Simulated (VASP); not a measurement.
Write the native input for VASP 6.6.1 that does the following.

| Property | Result |
| --- | --- |
| Task | relaxation of cell and atoms |
| Functional | PBE |
| Potentials or basis | VASP PAW PBE potentials, release 64 (Ta_pv, As) |
| Cutoff | 600 eV |
| k mesh | 6 × 6 × 8 |
| Occupations | gaussian, width 0.1 eV |
| Spin | no spin polarisation |
| Dipole correction | no |
| Further INCAR settings | ALGO = Normal; EDIFF = 1e-07; IBRION = 2; EDIFFG = -0.01; NSW = 100; ISIF = 3 |

The structure of TaAs3 lies in POSCAR:

```
TaAs3
1.0
    6.0750046545      0.0000000000      0.0000000000
   -3.0375023272      5.2611083589      0.0000000000
    0.0000000000      0.0000000000      4.7440768626
Ta As
2 6
Direct
    0.3333333333      0.6666666667      0.2500000000
    0.6666666667      0.3333333333      0.7500000000
    0.8119845914      0.6239691827      0.2500000000
    0.1880154086      0.8119845914      0.7500000000
    0.3760308173      0.1880154086      0.2500000000
    0.1880154086      0.3760308173      0.7500000000
    0.8119845914      0.1880154086      0.2500000000
    0.6239691827      0.8119845914      0.7500000000
```

One way to write it, as run:

INCAR

```
SYSTEM = TaAs3
PREC = Accurate
ENCUT = 600
EDIFF = 1E-7
ISMEAR = 0
SIGMA = 0.1
LREAL = .FALSE.
LASPH = .TRUE.
NELM = 100
ALGO = Normal
ISIF = 3
LWAVE = .FALSE.
LCHARG = .FALSE.
GGA = PE
IBRION = 2
NSW = 100
EDIFFG = -0.01
```

KPOINTS

```
Automatic mesh
0
G
  6 6 8
  0 0 0
```

Potentials or basis: VASP PAW PBE potentials, release 64 (Ta_pv, As).

Launch:

```console
$ cat potpaw_PBE.64/Ta_pv/POTCAR potpaw_PBE.64/As/POTCAR > POTCAR
$ mpirun -np 1 vasp_std > vasp.out
```

It gave:

The relaxed volume is 18.79 Å³/atom and the relaxed cell is a = 6.002 Å, b = 6.002 Å, c = 4.819 Å, α = 90.00°, β = 90.00°, γ = 120.00°. The space group after relaxing (to 0.1 Å) is P6_3/mmc (No. 194) and the energy gained by relaxing is 2.4 meV/atom. The ionic steps are 10 and the pressure after relaxing is 0.1 GPa. The largest force after relaxing is 0.003 eV/Å and the band gap on the k mesh is zero (bands 26 and 27 overlap by 0.91 eV).

Caveat: spin-orbit coupling is left out, which moves the levels of the heavy elements.

Wall time 11 min on 1 thread of Intel(R) Xeon(R) 6975P-C (Granite Rapids) (shared host), peak memory 0.44 GiB.
